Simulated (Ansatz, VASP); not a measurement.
One calculation of SiC, two programs

The input INCAR:

```
PREC = Accurate
ENCUT = 600
EDIFF = 1E-6
ISMEAR = -1
SIGMA = 0.08
LREAL = F
LASPH = T
NELM = 120
ALGO = Normal
ISIF = 2
LWAVE = F
LCHARG = F
GGA = PS
NBANDS = 11
GGA_COMPAT = F
```

Contents of KPOINTS:

```
Automatic mesh
0
Gamma
  17 17 17
```

POSCAR

```
SiC
1.0
    0.0000000000      1.8078014922      1.8078014922
    1.8078014922      0.0000000000      1.8078014922
    1.8078014922      1.8078014922      0.0000000000
Si C
1 1
Direct
    0.0000000000      0.0000000000      0.0000000000
    0.5000000000      0.5000000000      0.5000000000
```

Input for Ansatz:

```yaml
crystal:
  lattice:
    - [0.0, 1.8078014922, 1.8078014922]
    - [1.8078014922, 0.0, 1.8078014922]
    - [1.8078014922, 1.8078014922, 0.0]
  atoms:
    - { symbol: Si, position: [0.0, 0.0, 0.0] }
    - { symbol: C, position: [0.5, 0.5, 0.5] }
kpoints:
  mp_grid: { grid: [17, 17, 17] }
scf:
  occupations: { method: fermi_dirac, width: 0.08 }
hamiltonian:
  xc: pbesol
  pseudopotentials: { kind: all_electron, lapw: { basis_error: 0.001 } }
output:
  forces: true
  stress: true
  eigenvalues: true
  populations: true
```

Change from the starting cell: volume scaled by 0.72, LAPW.

Alike in both runs: task single point; functional PBEsol; k mesh 17 × 17 × 17; occupations fermi-dirac, width 0.08 eV; no spin polarisation.

|  | VASP | Ansatz |
| --- | --- | --- |
| version | VASP 6.6.1 | Ansatz 0.2.0 |
| potentials or method | VASP PAW PBE potentials, release 64 (Si, C), cutoff 600 eV | all-electron LAPW, scalar-relativistic |

Ansatz gave:

* pressure (GPa): 171.1

**Question.** Estimate VASP's values.

**Answer.** Pressure (GPa): 172.2.

VASP's potentials were made for PBE, not for PBEsol. Both programs put the cell under a high pressure, so it lies far from rest at this level. Ansatz ran all-electron here, and VASP with PAW potentials.

Noted on VASP's run: the cell as given lies far from equilibrium.
